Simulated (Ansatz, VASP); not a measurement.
**AlN: VASP beside Ansatz**

```
Al N
1.0
     0.00000    2.18399    2.18399
     2.18399    0.00000    2.18399
     2.18399    2.18399    0.00000
Al N
1 1
Direct
  0.00000 0.00000 0.00000
  0.25000 0.25000 0.25000
```

Alike in both runs: functional RPBE; k mesh 10 × 10 × 10; occupations fermi-dirac, width 0.05 eV; no spin polarisation.

|  | VASP | Ansatz |
| --- | --- | --- |
| version | VASP 6.6.1 | Ansatz 0.2.0 |
| potentials or method | VASP PAW PBE potentials, release 64 (Al, N), cutoff 520 eV | all-electron LAPW, scalar-relativistic |
| task | single point | band structure |

|  | VASP | Ansatz | Ansatz less VASP |
| --- | --- | --- | --- |
| gap on the k mesh at the Fermi level (eV) | 3.36 | 3.36 | -0.004 |
| least direct gap on the mesh (eV) | 4.23 | 4.22 | -0.013 |
| pressure (GPa) | 7.9 | 8.4 | +0.53 |

VASP's potentials were made for PBE, not for RPBE. Ansatz ran all-electron here, and VASP with PAW potentials.
